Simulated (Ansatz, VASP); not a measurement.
Two plane-wave programs on Ru

```xyz
2
Lattice="2.7058 0.0000 0.0000 -1.3529 2.3433 0.0000 0.0000 0.0000 4.2819" Properties=species:S:1:pos:R:3 pbc="T T T"
Ru    0.0000    1.5622    1.0705
Ru    1.3529    0.7811    3.2114
```

Alike in both runs: task relaxation of cell and atoms; functional PBE; k mesh 18 × 18 × 10; occupations gaussian, width 0.1 eV; no spin polarisation.

|  | VASP | Ansatz |
| --- | --- | --- |
| version | VASP 6.6.1 | Ansatz 0.2.0 |
| potentials or method | VASP PAW PBE potentials, release 64 (Ru_pv), cutoff 600 eV | scalar-relativistic, plane waves, PAW |
| valence electrons in the cell | 28 | 32 |

|  | VASP | Ansatz | Ansatz less VASP |
| --- | --- | --- | --- |
| gap on the k mesh at the Fermi level, each at its own relaxed structure (eV) | none | none | - |
| relaxed volume (Å³/atom) | 13.76 | 13.76 | +0.001 |
| relaxed length of the cell vector where the two differ most in proportion (Å) | 2.720 | 2.720 | +0.0001 |

A gap of «none» marks a metal or a gap that the smearing closes. VASP's potentials hold 28 valence electrons a cell and Ansatz's 32, so a difference there can come from the potentials and not from the codes.
